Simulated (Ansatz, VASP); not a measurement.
# PbS in VASP and in Ansatz

```xyz
4
Lattice="-1.7411 1.7411 5.8915 1.7411 -1.7411 5.8915 1.7411 1.7411 -5.8915" Properties=species:S:1:pos:R:3 pbc="T T T"
Pb    0.0000    0.0000    6.3864
Pb    1.7411    0.0000    3.4407
S     0.0000    0.0000   11.2882
S     0.0000    1.7411    2.4509
```

Alike in both runs: task single point; functional PBE; k mesh 8 × 8 × 8; occupations gaussian, width 0.1 eV; no spin polarisation.

```csv
,VASP,Ansatz
version,VASP 6.6.1,Ansatz 0.2.0
potentials or method,"VASP PAW PBE potentials, release 64 (Pb_d, S), cutoff 520 eV","scalar-relativistic, plane waves, PAW"
valence electrons in the cell,40,40
```

```csv
,VASP,Ansatz,Ansatz less VASP
gap on the k mesh at the Fermi level (eV),none,none,-
rms of the force components (eV/Å),0.166,0.167,+0.0011
```

Atom by atom the forces differ by 0.001 eV/Å (rms over components). A gap of «none» marks a metal or a gap that the smearing closes.

Neither program's run includes spin-orbit coupling.
